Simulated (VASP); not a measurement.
# TaGe3Ru (Pm-3m) in VASP: notebook, part 2 of 2

VASP 6.6.1. Earlier steps stand in the parts before.

### 4 Relaxation of cell and atoms, PBE

This run uses another cell than the first one, of 20.67 Å³/atom, 1.328 times its volume.

INCAR

```
SYSTEM = TaGe3Ru
PREC = Accurate
ENCUT = 600
EDIFF = 1E-6
ISMEAR = 0
SIGMA = 0.1
LREAL = .FALSE.
LASPH = .TRUE.
NELM = 100
ALGO = Normal
ISIF = 3
LWAVE = .FALSE.
LCHARG = .FALSE.
GGA = PE
IBRION = 2
NSW = 100
EDIFFG = -0.01
```

KPOINTS

```
Automatic mesh
0
G
  8 8 8
  0 0 0
```

POSCAR

```
TaGe3Ru
1.0
    4.6925278810      0.0000000000      0.0000000000
    0.0000000000      4.6925278810      0.0000000000
    0.0000000000      0.0000000000      4.6925278810
Ta Ge Ru
1 3 1
Direct
    0.0000000000      0.0000000000      0.0000000000
    0.0000000000      0.5000000000      0.5000000000
    0.5000000000      0.0000000000      0.5000000000
    0.5000000000      0.5000000000      0.0000000000
    0.5000000000      0.5000000000      0.5000000000
```

Potentials or basis: VASP PAW PBE potentials, release 64 (Ta_pv, Ge_d, Ru_pv).

Launch:

```sh
$ cat potpaw_PBE.64/Ta_pv/POTCAR potpaw_PBE.64/Ge_d/POTCAR potpaw_PBE.64/Ru_pv/POTCAR > POTCAR
$ mpirun -np 1 vasp_std > vasp.out
```

OUTCAR:

```text
SYSTEM = TaGe3Ru
   PREC = Accurate
   ENCUT = 600
   EDIFF = 1E-6
   ISMEAR = 0
   LREAL = .FALSE.
   LASPH = .TRUE.
   NELM = 100
   ISIF = 3
   GGA = PE
   IBRION = 2
   NSW = 100
   EDIFFG = -0.01

 ion  position               nearest neighbor table
   1  0.000  0.000  0.000-
   2  0.000  0.500  0.500-   5 2.35   5 2.35
   3  0.500  0.000  0.500-   5 2.35   5 2.35
   4  0.500  0.500  0.000-   5 2.35   5 2.35
   5  0.500  0.500  0.500-   2 2.35   3 2.35   4 2.35   4 2.35   3 2.35   2 2.35

  LATTYP: Found a simple cubic cell.
 ALAT       =     4.6925278810

  Lattice vectors:

 A1 = (   4.6925278810,   0.0000000000,   0.0000000000)
 A2 = (   0.0000000000,   4.6925278810,   0.0000000000)
 A3 = (   0.0000000000,   0.0000000000,   4.6925278810)

[... 259 lines left out ...]

 number of electron      66.9999959 magnetization

 Free energy of the ion-electron system (eV)
  ---------------------------------------------------
  ext. energy  EPLUGINS =         0.00000000
  ---------------------------------------------------
  free energy    TOTEN  =       -29.58159646 eV

  energy without entropy =      -29.53247421  energy(sigma->0) =      -29.55703534

 E-fermi :   6.1497     XC(G=0): -11.0837

 val. band max:        6.1420837836   @ k =   0.3750   0.3750   0.1250
 cond. band min:       6.1540831309   @ k =   0.5000   0.0000   0.0000
 fundamental gap:      0.0119993473
 Fermi energy:         6.1497042529

 k-point     1 :       0.0000    0.0000    0.0000
  band No.  band energies     occupation
      1     -36.5155      2.00000
      2     -36.5155      2.00000
      3     -36.5155      2.00000
      4     -29.5198      2.00000
      5     -29.5198      2.00000
      6     -29.5198      2.00000
[... 1021 lines left out ...]
     39       8.7068      0.00000
     40       9.4651      0.00000

 [... further k-points ...]
[... 5 lines left out ...]
  --------------------------------------------------------------------------------------
  -------------------------------------------------------------------------------------
  Total       -0.0347052     -0.0347052     -0.0347052      0.0000000      0.0000000      0.0000000
  in kB       -0.5369903     -0.5369903     -0.5369903      0.0000000      0.0000000      0.0000000
  external PRESSURE =      -0.5369903 kB  Pullay stress =       0.0000000 kB
[... 20 lines left out ...]
  FREE ENERGIE OF THE ION-ELECTRON SYSTEM (eV)
  ---------------------------------------------------
  free  energy   TOTEN  =       -29.5815964616 eV

  energy  without entropy=      -29.5324742114  energy(sigma->0) =      -29.55703534

 reached required accuracy - stopping structural energy minimisation
```

OSZICAR:

```text
N       E                     dE             d eps       ncg     rms          rms(c)
DAV:   1     0.819664002827E+03    0.81966E+03   -0.36512E+04  3536   0.437E+03
[... 26 lines left out ...]
DAV:   1    -0.295865584096E+02   -0.51190E-02   -0.76158E-02  3464   0.310E+00    0.559E-01
DAV:   2    -0.295888467978E+02   -0.22884E-02   -0.57309E-02  3176   0.136E+00    0.647E-01
DAV:   3    -0.295822378254E+02    0.66090E-02   -0.30909E-02  3520   0.773E-01    0.154E-01
DAV:   4    -0.295817714239E+02    0.46640E-03   -0.28825E-03  3432   0.281E-01    0.863E-02
DAV:   5    -0.295816011671E+02    0.17026E-03   -0.39163E-04  3432   0.149E-01    0.295E-02
DAV:   6    -0.295815959339E+02    0.52332E-05   -0.47628E-05  3592   0.870E-02    0.112E-02
DAV:   7    -0.295815964616E+02   -0.52775E-06   -0.58506E-06  2944   0.166E-02
   3 F= -.29581596E+02 E0= -.29557035E+02  d E =-.141211E-03
```

CONTCAR:

```text
TaGe3Ru
   1.00000000000000
     4.6958376991398403    0.0000000000000000   -0.0000000000000000
     0.0000000000000000    4.6958376991398403   -0.0000000000000000
    -0.0000000000000000    0.0000000000000000    4.6958376991398403
  Ta              Ge              Ru
     1     3     1
Direct
     0.0000000000000000    0.0000000000000000    0.0000000000000000
     0.0000000000000000    0.5000000000000000    0.5000000000000000
     0.5000000000000000    0.0000000000000000    0.5000000000000000
     0.5000000000000000    0.5000000000000000    0.0000000000000000
     0.5000000000000000    0.5000000000000000    0.5000000000000000

  0.00000000E+00  0.00000000E+00  0.00000000E+00
  0.00000000E+00  0.00000000E+00  0.00000000E+00
  0.00000000E+00  0.00000000E+00  0.00000000E+00
  0.00000000E+00  0.00000000E+00  0.00000000E+00
  0.00000000E+00  0.00000000E+00  0.00000000E+00
```

Run time: 6.7 min. Hardware: 1 thread of Intel Xeon 6975P-C, shared host; peak memory 0.37 GiB.

Results:

| Quantity | Value |
| --- | --- |
| Free energy | -29.5816 eV |
| Relaxed volume | 20.71 Å³/atom |
| Relaxed cell | a = 4.696 Å, b = 4.696 Å, c = 4.696 Å, α = 90.00°, β = 90.00°, γ = 90.00° |
| Space group after relaxing (to 0.05 Å) | Pm-3m (No. 221) |
| Energy gained by relaxing | 0.0 meV/atom |
| Ionic steps | 3 |
| Pressure after relaxing | -0.1 GPa |

The path:
```csv
step,energy change (eV),largest force (eV/Å),pressure (GPa),volume (Å³)
1,0.0000,0.0000,0.23,103.33
2,0.0000,0.0000,-0.24,103.78
3,-0.0001,0.0000,-0.05,103.55
```

Final structure:
```
CELL_PARAMETERS angstrom
4.69584 0.00000 0.00000
0.00000 4.69584 0.00000
0.00000 0.00000 4.69584
ATOMIC_POSITIONS crystal
Ta 0.00000 0.00000 0.00000
Ge 0.00000 0.50000 0.50000
Ge 0.50000 0.00000 0.50000
Ge 0.50000 0.50000 0.00000
Ru 0.50000 0.50000 0.50000
```

Caveat: spin-orbit coupling is left out, which moves the levels of the heavy elements.

### 5 Summary

```tsv
task	cell	k mesh	cutoff (eV)	gap on the mesh (eV)	pressure (GPa)	relaxed volume (Å³/atom)
relaxation of cell and atoms	relaxed from a = 4.270 Å, 5 atoms	4 × 4 × 4	600	none	0.0	20.70
single point	a = 4.693 Å, 5 atoms	8 × 8 × 8	520	none	0.2	-
relaxation of cell and atoms	relaxed from a = 4.693 Å, 5 atoms	8 × 8 × 8	600	none	-0.1	20.71
```

Alike in all rows: level PBE; potentials or basis VASP PAW PBE potentials, release 64 (Ta_pv, Ge_d, Ru_pv); no spin polarisation; smearing gaussian 0.1 eV.

Caveats: some runs use coarse meshes; spin-orbit coupling is left out, which moves the levels of the heavy elements; the volume moved by over 15 % at a fixed basis, so the end points are rough (some runs).

Absolute energies hang on the potentials; compare differences alone.
